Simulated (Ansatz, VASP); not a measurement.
**Cu: VASP beside Ansatz**

```
CELL_PARAMETERS angstrom
-1.49875 1.49875 1.29080
1.49875 -1.49875 1.29080
1.49875 1.49875 -1.29080
ATOMIC_POSITIONS crystal
Cu 0.00000 0.00000 0.00000
```

Alike in both runs: task single point; functional LDA; k mesh 22 × 22 × 22; occupations gaussian, width 0.15 eV; no spin polarisation.

|  | VASP | Ansatz |
| --- | --- | --- |
| version | VASP 6.6.1 | Ansatz 0.2.0 |
| potentials or method | VASP PAW LDA potentials, release 64 (Cu), cutoff 520 eV | scalar-relativistic, plane waves, PAW |
| valence electrons in the cell | 11 | 19 |

```tsv
	VASP	Ansatz	Ansatz less VASP
gap on the k mesh at the Fermi level (eV)	none	none	-
pressure (GPa)	-8.1	-8.9	-0.85
traceless stress, the component that is largest in VASP (GPa)	1.74	1.71	-0.036
```

Ansatz warns that its potentials were made for another functional, while VASP's fit it. LDA's correlation is that of Perdew and Zunger in VASP and of Perdew and Wang (1992) in Ansatz. A gap of «none» marks a metal or a gap that the smearing closes. VASP's potentials hold 11 valence electrons a cell and Ansatz's 19, so a difference there can come from the potentials and not from the codes.
